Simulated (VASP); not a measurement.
Input of a VASP 6.6.1 run:

Contents of INCAR:

```
PREC = Accurate ; ENCUT = 520
EDIFF = 1E-6 ; ISMEAR = -1
SIGMA = 0.05 ; LREAL = Auto
LASPH = T ; NELM = 100
ALGO = Normal ; ISIF = 2
LWAVE = F ; LCHARG = T
GGA = PS ; LELF = T
LVHAR = T ; NBANDS = 178
```

File KPOINTS:

```
regular mesh
0
Gamma
  3 3 3
```

File POSCAR:

```
BaHfO3
1.0
    8.3151870000      0.0000000000      0.0000000000
    0.0000000000      8.3151870000      0.0000000000
    0.0000000000      0.0000000000      8.3151870000
Ba Hf O
8 8 24
Direct
    0.0000000000      0.0000000000      0.0000000000
    0.0000000000      0.0000000000      0.5000000000
    0.0000000000      0.5000000000      0.0000000000
    0.0000000000      0.5000000000      0.5000000000
    0.5000000000      0.0000000000      0.0000000000
    0.5000000000      0.0000000000      0.5000000000
    0.5000000000      0.5000000000      0.0000000000
    0.5000000000      0.5000000000      0.5000000000
    0.2500000000      0.2500000000      0.2500000000
    0.2500000000      0.2500000000      0.7500000000
    0.2500000000      0.7500000000      0.2500000000
    0.2500000000      0.7500000000      0.7500000000
    0.7500000000      0.2500000000      0.2500000000
    0.7500000000      0.2500000000      0.7500000000
    0.7500000000      0.7500000000      0.2500000000
    0.7500000000      0.7500000000      0.7500000000
    0.2500000000      0.2500000000      0.0000000000
    0.2500000000      0.2500000000      0.5000000000
    0.2500000000      0.7500000000      0.0000000000
    0.2500000000      0.7500000000      0.5000000000
    0.7500000000      0.2500000000      0.0000000000
    0.7500000000      0.2500000000      0.5000000000
    0.7500000000      0.7500000000      0.0000000000
    0.7500000000      0.7500000000      0.5000000000
    0.0000000000      0.2500000000      0.2500000000
    0.0000000000      0.2500000000      0.7500000000
    0.0000000000      0.7500000000      0.2500000000
    0.0000000000      0.7500000000      0.7500000000
    0.5000000000      0.2500000000      0.2500000000
    0.5000000000      0.2500000000      0.7500000000
    0.5000000000      0.7500000000      0.2500000000
    0.5000000000      0.7500000000      0.7500000000
    0.2500000000      0.0000000000      0.2500000000
    0.2500000000      0.0000000000      0.7500000000
    0.2500000000      0.5000000000      0.2500000000
    0.2500000000      0.5000000000      0.7500000000
    0.7500000000      0.0000000000      0.2500000000
    0.7500000000      0.0000000000      0.7500000000
    0.7500000000      0.5000000000      0.2500000000
    0.7500000000      0.5000000000      0.7500000000
```

Potentials or basis: VASP PAW PBE potentials, release 64 (Ba_sv, Hf_pv, O).

Run with:

```sh
$ cat potpaw_PBE.64/Ba_sv/POTCAR potpaw_PBE.64/Hf_pv/POTCAR potpaw_PBE.64/O/POTCAR > POTCAR
$ mpirun -np 1 vasp_std > vasp.out
```

(1) Predict the band gap on the k mesh.

(2) Estimate the pressure.

## Answers

(1) 3.50 eV.

(2) -0.4 GPa.

Caveat: the PAW data sets were made with another functional, which shifts forces and pressure a little; spin-orbit coupling is left out, which moves the levels of the heavy elements; an odd mesh through Γ misses points on the zone boundary, where band edges can lie.
